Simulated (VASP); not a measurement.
## Y: single point with PBEsol

The system is Y.

```
Y
1.0
     3.83407    0.00000    0.00000
    -1.91704    3.32041    0.00000
     0.00000    0.00000    5.60372
Y
2
Direct
  0.33333 0.66667 0.25000
  0.66667 0.33333 0.75000
```

This cell differs from its parent crystal: strain +0.050 along x and y, -0.025 along z.

```json
{"Program": "VASP 6.6.1", "Task": "single point", "Functional": "PBEsol", "Potentials or basis": "VASP PAW PBE potentials, release 64 (Y_sv)", "Cutoff": "520 eV", "k mesh": "18 × 18 × 8", "Occupations": "gaussian, width 0.15 eV", "Spin": "no spin polarisation"}
```

The pressure is -4.6 GPa and the band gap on the k mesh is zero (bands 11 and 12 overlap by 1.76 eV).

Stress tensor (GPa, compression positive):
```
-5.60  0.00  0.00
 0.00 -5.60  0.00
 0.00  0.00 -2.51
```

Levels at points of the mesh, in eV from the Fermi level:
```
           k point  band 9  band 10  band 11  band 12  band 13  band 14
(0.00, 0.00, 0.00)   -4.53    -1.61     1.14     1.57     1.57     2.23
(0.50, 0.00, 0.00)   -1.71    -1.05    -0.58    -0.36     1.13     1.53
(0.00, 0.00, 0.50)   -3.05    -3.05     1.19     1.19     1.39     1.39
(0.50, 0.00, 0.50)   -1.51    -1.51     0.17     0.17     1.26     1.26
```

Wall time 7.3 min on 1 thread of Oxide Virtual Turin-like Processor, on a shared host, peak memory 0.33 GiB.

Caveat: the cell differs from its parent crystal (strain +0.050 along x and y, -0.025 along z); the cell stands under tension; the PAW data sets were made with another functional, which shifts forces and pressure a little.
